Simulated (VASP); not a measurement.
Set up this calculation in VASP 6.6.1, as the native input.

```
Task                   : single point
Functional             : PBEsol
Potentials or basis    : VASP PAW PBE potentials, release 64 (Cu)
Cutoff                 : 520 eV
k mesh                 : 24 × 24 × 24
Occupations            : gaussian, width 0.15 eV
Spin                   : no spin polarisation
Dipole correction      : no
Further INCAR settings : ALGO = Fast; EDIFF = 1e-07; NBANDS = 12
```

The structure of Cu lies in POSCAR:

```
Cu
1.0
   -1.4427933200      1.4788631530      1.3760814500
    1.4427933200     -1.4788631530      1.3760814500
    1.4427933200      1.4788631530     -1.3760814500
Cu
1
Direct
    0.0000000000      0.0000000000      0.0000000000
```

This cell differs from its parent crystal: strain +0.0250 x Voigt [0, 1, 0, 0, 0, 0].

One way to write it, as run:

INCAR

```
SYSTEM = Cu
PREC = Accurate
ENCUT = 520
EDIFF = 1E-7
ISMEAR = 0
SIGMA = 0.15
LREAL = .FALSE.
LASPH = .TRUE.
NELM = 80
ALGO = Fast
ISIF = 2
LWAVE = .FALSE.
LCHARG = .FALSE.
GGA = PS
NBANDS = 12
```

KPOINTS

```
Automatic mesh
0
G
  24 24 24
  0 0 0
```

Potentials or basis: VASP PAW PBE potentials, release 64 (Cu).

Command:

```bash
$ cat potpaw_PBE.64/Cu/POTCAR > POTCAR
$ mpirun -np 1 vasp_std > vasp.out
```

Results of the run:

| Quantity | Value |
| --- | --- |
| Pressure | -4.3 GPa |
| Band gap on the k mesh | zero (an odd number of electrons rules out a gap without spin polarisation) |

Caveat: the cell differs from its parent crystal (strain +0.0250 x Voigt [0, 1, 0, 0, 0, 0]); the cell stands under tension; the PAW data sets were made with another functional, which shifts forces and pressure a little.

It took 6.7 min on 1 thread of Intel Xeon 8259CL (shared host), peak memory 0.36 GiB.
